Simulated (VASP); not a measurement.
# CdSe (sol) (P6_3mc) in VASP: notebook

The runs below take CdSe (sol) through single point, with PBEsol.

Program: VASP 6.6.1. These are calculated values, not measurements. Logs are shortened: lines on timing, memory, paths and dates and some standing lists are left out, and cuts for length are marked.

## 1. The cell of the first run

The structure is hexagonal, space group P6_3mc (No. 186). The conventional cell has a = 4.302 Å, b = 4.302 Å, c = 7.021 Å, α = 90.00°, β = 90.00°, γ = 120.00°. Cd (site symmetry 3m) has 4 Se at 2.63 to 2.64 Å within 3.5 Å. Se (site symmetry 3m) has 4 Cd at 2.63 to 2.64 Å within 3.5 Å.

## 2. Single point, PBEsol

File INCAR:

```
SYSTEM = CdSe
ALGO     = Normal         ! electronic algorithm
EDIFF    = 1E-6           ! SCF threshold, eV
ENCUT    = 520            ! plane-wave cutoff, eV
GGA      = PS             ! functional
ISIF     = 2              ! what is computed and relaxed
ISMEAR   = 0              ! smearing method
LASPH    = .True.         ! aspherical terms in the spheres
LCHARG   = .True.         ! write CHGCAR
LELF     = .True.         ! ELF
LREAL    = .False.        ! projectors in reciprocal space
LVHAR    = .True.       
LWAVE    = .False.        ! write WAVECAR
NBANDS   = 26             ! bands
NELM     = 100            ! most SCF steps
PREC     = Accurate       ! precision mode
SIGMA    = 0.02           ! smearing width, eV
```

File KPOINTS:

```
k-points
0
Gamma
  9 9 6
  0 0 0
```

File POSCAR:

```
CdSe
1.0
    4.3021423016      0.0000000000      0.0000000000
   -2.1510711508      3.7257645239      0.0000000000
    0.0000000000      0.0000000000      7.0214578052
Cd Se
2 2
Direct
    0.3333333333      0.6666666667      0.0001348964
    0.6666666667      0.3333333333      0.5001348964
    0.3333333333      0.6666666667      0.3758651036
    0.6666666667      0.3333333333      0.8758651036
```

Potentials or basis: VASP PAW PBE potentials, release 64 (Cd, Se).

The run is started by

```sh
> cat potpaw_PBE.64/Cd/POTCAR potpaw_PBE.64/Se/POTCAR > POTCAR
> mpirun -np 1 vasp_std > vasp.out
```

OUTCAR:

```text
SYSTEM = CdSe
   EDIFF = 1E-6
   ENCUT = 520
   GGA = PS
   ISIF = 2
   ISMEAR = 0
   LASPH = .True.
   LREAL = .False.
   NELM = 100
   PREC = Accurate

 ion  position               nearest neighbor table
   1  0.333  0.667  0.000-   4 2.63   4 2.63   4 2.63   3 2.64
   2  0.667  0.333  0.500-   3 2.63   3 2.63   3 2.63   4 2.64
   3  0.333  0.667  0.376-   2 2.63   2 2.63   2 2.63   1 2.64
   4  0.667  0.333  0.876-   1 2.63   1 2.63   1 2.63   2 2.64

  LATTYP: Found a hexagonal cell.
 ALAT       =     4.3021423016
 C/A-ratio  =     1.6320840439

  Lattice vectors:

 A1 = (   4.3021423016,   0.0000000000,   0.0000000000)
 A2 = (  -2.1510711508,   3.7257645239,   0.0000000000)
 A3 = (   0.0000000000,   0.0000000000,   7.0214578052)

Analysis of symmetry for initial positions (statically):
=====================================================================
 Subroutine PRICEL returns:
 Original cell was already a primitive cell.

 Routine SETGRP: Setting up the symmetry group for a
 hexagonal supercell.

 Subroutine GETGRP returns: Found 12 space group operations
 (whereof  6 operations were pure point group operations)
 out of a pool of 24 trial point group operations.

The static configuration has the point symmetry C_3v.
 The point group associated with its full space group is C_6v.

Analysis of symmetry for dynamics (positions and initial velocities):
=====================================================================
 Subroutine PRICEL returns:
 Original cell was already a primitive cell.

 Routine SETGRP: Setting up the symmetry group for a
 hexagonal supercell.

 Subroutine GETGRP returns: Found 12 space group operations
 (whereof  6 operations were pure point group operations)
 out of a pool of 24 trial point group operations.

The dynamic configuration has the point symmetry C_3v.
 The point group associated with its full space group is C_6v.

 Subroutine INISYM returns: Found 12 space group operations
 (whereof  6 operations are pure point group operations),
 and found     1 'primitive' translations

----------------------------------------------------------------------------------------

                                     Primitive cell

  volume of cell :     112.5453

  direct lattice vectors                    reciprocal lattice vectors
[... 83 lines left out ...]
   ISTART =      0    job   : 0-new  1-cont  2-samecut
   ICHARG =      2    charge: 1-file 2-atom 10-const
   ISPIN  =      1    spin polarized calculation?
   LNONCOLLINEAR =      F non collinear calculations
   LSORBIT =      F    spin-orbit coupling
   LASPH  =      T    aspherical Exc in radial PAW
   ENCUT  =  520.0 eV  38.22 Ry    6.18 a.u.   8.00  8.00 13.06*2*pi/ulx,y,z
   NELM   =    100;   NELMIN=  2; NELMDL= -5     # of ELM steps
   EDIFF  = 0.1E-05   stopping-criterion for ELM
   LREAL  =      F    real-space projection
   EDIFFG = 0.1E-04   stopping-criterion for IOM
   NSW    =      0    number of steps for IOM
   IBRION =     -1    ionic relax: 0-MD 1-quasi-New 2-CG
   NFREE  =      0    steps in history (QN), initial steepest desc. (CG)
   ISIF   =      2    stress and relaxation
   ISYM   =      2    0-nonsym 1-usesym 2-fastsym
   POTIM  = 0.5000    time-step for ionic-motion
   TEBEG  =    0.0;   TEEND  =   0.0 temperature during run
   PSTRESS=    0.0 pullay stress
   NELECT =      36.0000    total number of electrons
   NUPDOWN=      -1.0000    fix difference up-down
   EMIN   =  10.00;   EMAX   =-10.00  energy-range for DOS
   EFERMI =   0.00;   METHOD = LEGACY
   ISMEAR =     0;   SIGMA  =   0.02  broadening in eV -4-tet -1-fermi 0-gaus
   EFERMI_NEDOS =   21; number of points for ismear=-14 and -15
   IALGO  =     38    algorithm
   IMIX   =      4    mixing-type and parameters
     AMIX     =   0.40;   BMIX     =  1.00
     AMIX_MAG =   1.60;   BMIX_MAG =  1.00
  volume/ion in A,a.u.               =      28.14       189.87
  Fermi-wavevector in a.u.,A,eV,Ry     =   1.119609  2.115755 17.055244  1.253525
  Thomas-Fermi vector in A             =   2.256250
   LORBIT       =      0    0 simple, 1 ext, 2 COOP (PROOUT), +10 PAW based schemes
   GGA     = PS    functional components
   LHFCALC =     F    Hartree Fock is set to
   AEXX    =    0.0000 exact exchange contribution
   IVDW    =     0    specifies the selected vdW correction
   LEPSILON=     F    determine dielectric tensor
   LRPA    =     F    only Hartree local field effects (RPA)
 non-spin polarized calculation
 Gauss-broadening in eV      SIGMA  =   0.02
  energy-cutoff  :      520.00
  volume of cell :      112.55
 maximum number of plane-waves:      3048
 NGX is ok and might be reduce to    32
   NGX = 15   NGY = 15   NGZ = 27

 number of electron      35.9999998 magnetization

 Free energy of the ion-electron system (eV)
  ---------------------------------------------------
  ext. energy  EPLUGINS =         0.00000000
  ---------------------------------------------------
  free energy    TOTEN  =       -12.35199157 eV

  energy without entropy =      -12.35199157  energy(sigma->0) =      -12.35199157

 E-fermi :   0.9179     XC(G=0):  -9.0902

 val. band max:        0.8147847085   @ k =   0.0000   0.0000   0.0000
 cond. band min:       1.3547362167   @ k =   0.0000   0.0000   0.0000
 fundamental gap:      0.5399515082
 Fermi energy:         0.9179333252

 k-point     1 :       0.0000    0.0000    0.0000
  band No.  band energies     occupation
      1     -11.8154      2.00000
      2     -11.4304      2.00000
      3      -7.0915      2.00000
      4      -7.0847      2.00000
      5      -7.0847      2.00000
      6      -7.0162      2.00000
[... 685 lines left out ...]
     25       9.0662      0.00000
     26       9.0662      0.00000

 [... further k-points ...]
[... 5 lines left out ...]
  --------------------------------------------------------------------------------------
  -------------------------------------------------------------------------------------
  Total        0.2308857      0.2308857      0.2338514      0.0000000      0.0000000      0.0000000
  in kB        3.2868525      3.2868525      3.3290714      0.0000000      0.0000000      0.0000000
  external PRESSURE =       3.3009255 kB  Pullay stress =       0.0000000 kB

 VOLUME and BASIS-vectors are now :
 -----------------------------------------------------------------------------
  energy-cutoff  :      520.00
  volume of cell :      112.55
      direct lattice vectors                 reciprocal lattice vectors
     4.302142302  0.000000000  0.000000000     0.232442335  0.134200644  0.000000000
    -2.151071151  3.725764524  0.000000000     0.000000000  0.268401289  0.000000000
     0.000000000  0.000000000  7.021457805     0.000000000  0.000000000  0.142420567

 POSITION                                       TOTAL-FORCE (eV/Angst)
 -----------------------------------------------------------------------------------
     -0.00000      2.48384      0.00095        -0.000000     -0.000000      0.001657
      2.15107      1.24192      3.51168         0.000000      0.000000      0.001657
     -0.00000      2.48384      2.63912         0.000000     -0.000000     -0.001657
      2.15107      1.24192      6.14985         0.000000      0.000000     -0.001657
 -----------------------------------------------------------------------------------
    total drift:                               -0.000000     -0.000000      0.000181

  FREE ENERGIE OF THE ION-ELECTRON SYSTEM (eV)
  ---------------------------------------------------
  free  energy   TOTEN  =       -12.3519915708 eV

  energy  without entropy=      -12.3519915708  energy(sigma->0) =      -12.35199157
```

OSZICAR:

```text
N       E                     dE             d eps       ncg     rms          rms(c)
DAV:   1     0.238740790740E+03    0.23874E+03   -0.17139E+04  2496   0.125E+03
DAV:   2    -0.516873025696E+00   -0.23926E+03   -0.23157E+03  2714   0.307E+02
DAV:   3    -0.130121589923E+02   -0.12495E+02   -0.12427E+02  2986   0.708E+01
DAV:   4    -0.131105222550E+02   -0.98363E-01   -0.98288E-01  2742   0.597E+00
DAV:   5    -0.131111108336E+02   -0.58858E-03   -0.58856E-03  2870   0.443E-01    0.843E+00
DAV:   6    -0.123929311588E+02    0.71818E+00   -0.13213E+00  3192   0.121E+01    0.673E+00
DAV:   7    -0.123558917438E+02    0.37039E-01   -0.46734E-01  2616   0.357E+00    0.282E+00
DAV:   8    -0.123524200052E+02    0.34717E-02   -0.51192E-02  2618   0.233E+00    0.352E-01
DAV:   9    -0.123518969720E+02    0.52303E-03   -0.68926E-03  2762   0.984E-01    0.105E-01
DAV:  10    -0.123519387455E+02   -0.41774E-04   -0.66837E-04  2638   0.274E-01    0.603E-02
DAV:  11    -0.123520014034E+02   -0.62658E-04   -0.17563E-04  2624   0.889E-02    0.282E-02
DAV:  12    -0.123519899531E+02    0.11450E-04   -0.45203E-05  2720   0.743E-02    0.948E-03
DAV:  13    -0.123519925396E+02   -0.25865E-05   -0.12195E-05  2594   0.154E-02    0.931E-03
DAV:  14    -0.123519915708E+02    0.96876E-06   -0.22976E-06  2274   0.119E-02
   1 F= -.12351992E+02 E0= -.12351992E+02  d E =-.130318E-15
```

Wall time 50 s (1 thread of Intel Xeon 6975P-C (Granite Rapids), shared host); peak memory 0.3 GiB.

What came out:

```yaml
Free_energy: -12.3520 eV
Pressure: 0.3 GPa
Band_gap_on_the_k_mesh: 0.54 eV, direct
```

Levels at points of the mesh, in eV from the valence-band top:
| k point | band 14 | band 15 | band 16 | band 17 | band 18 | band 19 | band 20 | band 21 | band 22 | band 23 |
| --- | --- | --- | --- | --- | --- | --- | --- | --- | --- | --- |
| (0.00, 0.00, 0.00) | -0.78 | -0.78 | -0.05 | 0.00 | 0.00 | 0.54 | 2.10 | 5.78 | 5.78 | 6.06 |
| (0.00, 0.00, 0.50) | -2.71 | -0.41 | -0.41 | -0.41 | -0.41 | 2.28 | 2.28 | 5.74 | 5.74 | 6.18 |

Caveat: the PAW data sets were made with another functional, which shifts forces and pressure a little. As with any semilocal functional, this PBEsol gap is likely too small.

## 3. Single point, PBEsol

File INCAR:

```
ALGO = Normal ; EDIFF = 1E-7
ENCUT = 520 ; GGA = PS
ISIF = 2 ; ISMEAR = 0
LASPH = T ; LCHARG = T
LELF = T ; LREAL = F
LVHAR = T ; LWAVE = F
NBANDS = 26 ; NELM = 60
PREC = Accurate ; SIGMA = 0.01
```

File KPOINTS:

```
k-points
0
Gamma
  9 9 6
```

POSCAR is that of step 2.

Potentials or basis: VASP PAW PBE potentials, release 64 (Cd, Se).

The run is started by

```sh
> cat potpaw_PBE.64/Cd/POTCAR potpaw_PBE.64/Se/POTCAR > POTCAR
> mpirun -np 1 vasp_std > vasp.out
```

Wall time 47 s (1 thread of Intel Xeon 6975P-C (Granite Rapids), shared host); peak memory 0.3 GiB.

It converged, with:

```yaml
Free_energy: -12.3520 eV
Pressure: 0.3 GPa
Band_gap_on_the_k_mesh: 0.54 eV, direct
```

Levels at points of the mesh, in eV from the valence-band top:
```csv
k point,band 15,band 16,band 17,band 18,band 19,band 20,band 21,band 22
"(0.00, 0.00, 0.00)",-0.78,-0.05,0.00,0.00,0.54,2.10,5.78,5.78
"(0.00, 0.00, 0.50)",-0.41,-0.41,-0.41,-0.41,2.28,2.28,5.74,5.74
```

Caveat: the PAW data sets were made with another functional, which shifts forces and pressure a little.

## 4. Single point, PBEsol

File INCAR:

```
SYSTEM = CdSe
ALGO = Normal
EDIFF = 1E-7
ENCUT = 520
GGA = PS
ISIF = 2
ISMEAR = 0
LASPH = .True.
LCHARG = .False.
LREAL = .False.
LWAVE = .False.
NBANDS = 26
NELM = 80
PREC = Accurate
SIGMA = 0.01
```

File KPOINTS:

```
k-points
0
Gamma
  9 9 6
  0 0 0
```

File POSCAR:

```
CdSe
1.0
    4.3021423016      0.0000000000      0.0000000000
   -2.1510711508      3.7257645239      0.0000000000
    0.0000000000      0.0000000000      7.0214578052
Cd Se
2 2
Direct
    0.3333333333      0.6666666667     -0.0091853380
    0.6666666667      0.3333333333      0.4908146620
    0.3333333333      0.6666666667      0.3851853380
    0.6666666667      0.3333333333      0.8851853380
```

The run is started by

```sh
> cat potpaw_PBE.64/Cd/POTCAR potpaw_PBE.64/Se/POTCAR > POTCAR
> mpirun -np 1 vasp_std > vasp.out
```

Wall time 47 s (1 thread of Intel Xeon 6975P-C (Granite Rapids), shared host); peak memory 0.29 GiB.

It converged, with:

| Quantity | Value |
| --- | --- |
| Free energy | -12.2838 eV |
| Pressure | 0.7 GPa |
| Largest force | 0.471 eV/Å |
| Band gap on the k mesh | 0.61 eV, direct |

Forces on the atoms (eV/Å):
```
Cd   0.000  0.000  0.471
Cd   0.000  0.000  0.471
Se   0.000  0.000 -0.471
Se   0.000  0.000 -0.471
```

Stress tensor (GPa, compression positive):
```
 1.80  0.00  0.00
 0.00  1.80  0.00
 0.00  0.00 -1.58
```

Levels at points of the mesh, in eV from the valence-band top:
| k point | band 16 | band 17 | band 18 | band 19 | band 20 | band 21 |
| --- | --- | --- | --- | --- | --- | --- |
| (0.00, 0.00, 0.00) | -0.01 | -0.01 | 0.00 | 0.61 | 1.91 | 5.80 |
| (0.00, 0.00, 0.50) | -0.37 | -0.37 | -0.37 | 2.19 | 2.19 | 5.70 |

Caveat: the PAW data sets were made with another functional, which shifts forces and pressure a little. Expect the measured gap to be larger: semilocal functionals such as PBEsol lack the derivative discontinuity.
